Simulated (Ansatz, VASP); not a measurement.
One calculation of InP, two programs

```xyz
2
Lattice="0.0000 2.8707 2.8707 2.8707 0.0000 2.8707 2.8707 2.8707 0.0000" Properties=species:S:1:pos:R:3 pbc="T T T"
In    0.0000    0.0000    0.0000
P     4.3060    4.3060    4.3060
```

Alike in both runs: task single point; functional r2SCAN50; k mesh 4 × 4 × 4; occupations fermi-dirac, width 0.05 eV; no spin polarisation.

```csv
,VASP,Ansatz
version,VASP 6.6.1,Ansatz 0.2.0
potentials or method,"VASP PAW PBE potentials, release 64 (In_d, P)",Ansatz PAW
plane-wave cutoff (eV),520,500
valence electrons in the cell,18,18
```

Ansatz gave:

| Item | Value |
| --- | --- |
| gap on the k mesh at the Fermi level (eV) | 4.24 |
| least direct gap on the mesh (eV) | 4.24 |
| pressure (GPa) | 5.1 |

Task: Estimate VASP's values.

Result: gap on the k mesh at the Fermi level (eV): 4.33; least direct gap on the mesh (eV): 4.33; pressure (GPa): 4.7.

VASP's potentials were made for PBE, not for r2SCAN50.

The k mesh is coarse, so the values compare programs but aren't converged.
